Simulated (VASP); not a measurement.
Runs of VASP 6.6.1 on ZnSb2C. The structure is that of space group P-4m2 (No. 115), or close to it. The cells are those of the table. 

| task | level | cell | cutoff (eV) | gap on the mesh (eV) | pressure (GPa) | relaxed volume (Å³/atom) | largest force (eV/Å) |
| --- | --- | --- | --- | --- | --- | --- | --- |
| single point | r2SCAN | a = 3.827, b = 3.827, c = 5.971 Å, 4 atoms | 520 | none | 0.2 | - | (b) |
| single point | PBE | a = 3.851, b = 3.851, c = 6.065 Å, 4 atoms | 520 | none | 0.1 | - | 0.01 |
| relaxation of cell and atoms | PBE | relaxed from a = 3.820, b = 3.820, c = 5.403 Å, 4 atoms | 600 | none | 0.0 | 22.51 | - |
| relaxation of cell and atoms | r2SCAN | relaxed from a = 3.851, b = 3.851, c = 6.065 Å, 4 atoms | 600 | none | 0.0 | (a) | - |

Alike in all rows: potentials or basis VASP PAW PBE potentials, release 64 (Zn, Sb, C); no spin polarisation; k mesh 6 × 6 × 4; smearing fermi-dirac 0.02 eV.

**Question.** Estimate the missing entries.

**Answer.** (a) 21.91; (b) 0.03.

Caveats: spin-orbit coupling is left out, which moves the levels of the heavy elements; the PAW data sets were made with another functional, which shifts forces and pressure a little (some runs).

A k mesh can miss the band edges, and the runs leave out spin-orbit coupling on Sb.

A gap of «none» marks levels without a gap at the run's occupations.
